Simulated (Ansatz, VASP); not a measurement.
**Bi in VASP and in Ansatz**

```xyz
2
Lattice="2.2354 1.2906 4.1454 -2.2354 1.2906 4.1454 0.0000 -2.5813 4.1454" Properties=species:S:1:pos:R:3 pbc="T T T"
Bi    0.0000    0.0000    2.8297
Bi    0.0000    0.0000    9.6064
```

Alike in both runs: task single point; functional PBEsol; k mesh 6 × 6 × 6; occupations gaussian, width 0.1 eV; no spin polarisation.

|  | VASP | Ansatz |
| --- | --- | --- |
| version | VASP 6.6.1 | Ansatz 0.2.0 |
| potentials or method | VASP PAW PBE potentials, release 64 (Bi_d), cutoff 520 eV | scalar-relativistic, plane waves, PAW |
| valence electrons in the cell | 30 | 30 |

Ansatz gave:

```
gap on the k mesh at the Fermi level (eV)                     : none
pressure (GPa)                                                : 1.0
traceless stress, the component that is largest in VASP (GPa) : -0.74
rms of the force components (eV/Å)                            : 0.392
```

Which values does VASP return?

gap on the k mesh at the Fermi level (eV): none; pressure (GPa): 0.9; traceless stress, the component that is largest in VASP (GPa): -0.74; rms of the force components (eV/Å): 0.397.

VASP's potentials were made for PBE, not for PBEsol. Atom by atom the forces differ by 0.005 eV/Å (rms over components). A gap of «none» marks a metal or a gap that the smearing closes.

Neither program's run includes spin-orbit coupling.
